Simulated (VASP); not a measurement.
Input of a VASP 6.6.1 run:

The input INCAR:

```
SYSTEM = Ge
PREC = Accurate
ENCUT = 520
EDIFF = 1E-6
ISMEAR = -1
SIGMA = 0.02
LREAL = .FALSE.
LASPH = .TRUE.
NELM = 100
ALGO = Normal
ISIF = 2
LWAVE = .FALSE.
LCHARG = .FALSE.
GGA = PS
NBANDS = 21
```

The input KPOINTS:

```
regular mesh
0
G
  6 6 6
  0 0 0
```

POSCAR

```
Ge
1.0
    0.0000000000      2.8100506000      2.8670093689
    2.8100506000      0.0000000000      2.8670093689
    2.8100506000      2.8100506000      0.0000000000
Ge
2
Direct
    0.0000000000      0.0000000000      0.0000000000
    0.2500000000      0.2500000000      0.2500000000
```

Potentials or basis: VASP PAW PBE potentials, release 64 (Ge_d).

The run is started by

```console
$ cat potpaw_PBE.64/Ge_d/POTCAR > POTCAR
$ mpirun -np 1 vasp_std > vasp.out
```

(1) Predict the pressure.

(2) Estimate the band gap on the k mesh.

## Answers

(1) 0.7 GPa.

(2) zero (filled and empty bands touch).

Caveat: the PAW data sets were made with another functional, which shifts forces and pressure a little.
